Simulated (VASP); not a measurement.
Input of a VASP 6.6.1 run:

File INCAR:

```
ALGO = Normal
EDIFF = 1E-6
ENCUT = 520
GGA = PS
ISIF = 2
ISMEAR = 0
ISPIN = 2
LASPH = True
LCHARG = False
LMAXMIX = 4
LORBIT = 11
LREAL = False
LWAVE = False
MAGMOM = 2.98 0.69
NBANDS = 18
NELM = 150
NUPDOWN = 4.0
PREC = Accurate
SIGMA = 0.1
```

File KPOINTS:

```
k-points
0
Gamma
  16 16 16
```

File POSCAR:

```
CoO
1.0
    0.0000000000      2.1744804960      2.1744804960
    2.1744804960      0.0000000000      2.1744804960
    2.1744804960      2.1744804960      0.0000000000
Co O
1 1
Direct
    0.0000000000      0.0000000000      0.0000000000
    0.2500000000      0.2500000000      0.2500000000
```

Potentials or basis: VASP PAW PBE potentials, release 64 (Co, O).

The run is started by

```sh
$ cat potpaw_PBE.64/Co/POTCAR potpaw_PBE.64/O/POTCAR > POTCAR
$ mpirun -np 1 vasp_std > vasp.out
```

Task: What does it give for the pressure?

Result: 30.2 GPa.

Caveat: the cell stands under pressure; the PAW data sets were made with another functional, which shifts forces and pressure a little; the total moment is fixed, so each spin has its own Fermi level and the state may be an excited one; a cell with one magnetic atom can't hold antiferromagnetic order, which such compounds often take.
